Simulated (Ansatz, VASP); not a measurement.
Two plane-wave programs on Sn

The input INCAR:

```
ALGO = Normal ; DIPOL = 0.5 0.5 0.500
EDIFF = 1E-6 ; ENCUT = 400
GGA = PS ; GGA_COMPAT = F
IDIPOL = 3 ; ISIF = 2
ISMEAR = 0 ; LASPH = T
LCHARG = F ; LDIPOL = T
LREAL = F ; LWAVE = F
NBANDS = 51 ; NELM = 120
NELMDL = -8 ; PREC = Accurate
SIGMA = 0.1
```

Contents of KPOINTS:

```
k-points
0
Gamma
  9 9 1
```

POSCAR

```
Sn
1.0
    4.6255804276      0.0000000000      0.0000000000
   -2.3127902138      4.0058701575      0.0000000000
    0.0000000000      0.0000000000     23.4977338588
Sn
6
Direct
    0.3333333333      0.6666666667      0.3191797152
    0.0000000000      0.0000000000      0.3593620007
    0.0000000000      0.0000000000      0.4799088572
    0.6666666667      0.3333333333      0.5200911428
    0.6666666667      0.3333333333      0.6406379993
    0.3333333333      0.6666666667      0.6808202848
```

Input for Ansatz:

```yaml
crystal:
  lattice:
    - [4.6255804276, 0.0, 0.0]
    - [-2.3127902138, 4.0058701575, 0.0]
    - [0.0, 0.0, 23.4977338588]
  atoms:
    - { symbol: Sn, position: [0.3333333333, 0.6666666667, 0.3191797152] }
    - { symbol: Sn, position: [0.0, 0.0, 0.3593620007] }
    - { symbol: Sn, position: [0.0, 0.0, 0.4799088572] }
    - { symbol: Sn, position: [0.6666666667, 0.3333333333, 0.5200911428] }
    - { symbol: Sn, position: [0.6666666667, 0.3333333333, 0.6406379993] }
    - { symbol: Sn, position: [0.3333333333, 0.6666666667, 0.6808202848] }
basis:
  ecutwfc: 420
kpoints:
  mp_grid: { grid: [9, 9, 1] }
hamiltonian:
  xc: pbesol
scf:
  occupations: { method: gaussian, width: 0.1 }
output:
  forces: true
  stress: true
  eigenvalues: true
  write_density: true
  write_potential: true
  elf: true
  volumetric_format: npy
efield:
  axis: 3
  dipole_correction: true
  ramp_width: 0.04
```

Alike in both runs: task single point; functional PBEsol; k mesh 9 × 9 × 1; occupations gaussian, width 0.1 eV; no spin polarisation.

|  | VASP | Ansatz |
| --- | --- | --- |
| version | VASP 6.6.1 | Ansatz 0.2.0 |
| potentials or method | VASP PAW PBE potentials, release 64 (Sn_d), cutoff 400 eV | scalar-relativistic, plane waves, PAW |
| valence electrons in the cell | 84 | 84 |

|  | VASP | Ansatz | Ansatz less VASP |
| --- | --- | --- | --- |
| gap on the k mesh at the Fermi level (eV) | none | none | - |
| rms of the force components (eV/Å) | 0.099 | 0.099 | 0.0000 |

VASP's potentials were made for PBE, not for PBEsol. Atom by atom the forces differ by 0.000 eV/Å (rms over components). A gap of «none» marks a metal or a gap that the smearing closes. Ansatz's warnings: xc potential rough in thin density.
